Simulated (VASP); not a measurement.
Runs of VASP 6.6.1 on TiO. The structure is that of space group Pm-3m (No. 221), or close to it. The cells are those of the table. 

```csv
task,cell,k mesh for the DOS,occupations for the DOS,gap on the mesh (eV),pressure (GPa)
single point,"a = 4.113 Å, 6 atoms",-,-,none,-11.1
single point,"a = 3.993 Å, 6 atoms",-,-,none,(a)
single point,"a = 3.865 Å, 6 atoms",-,-,none,38.3
single point,"a = 3.909 Å, 6 atoms",-,-,none,26.5
```

Alike in all rows: level PBEsol; potentials or basis VASP PAW PBE potentials, release 64 (Ti_sv, O); no spin polarisation; k mesh 10 × 10 × 10; cutoff (eV) 520; smearing gaussian 0.1 eV.

Question: Estimate the missing entries.

Answer: (a) 7.8.

Caveats: the PAW data sets were made with another functional, which shifts forces and pressure a little; semilocal functionals often make such compounds metallic where correlation or magnetic order opens a gap, which also shifts bond lengths.

A gap of «none» marks levels without a gap at the run's occupations.
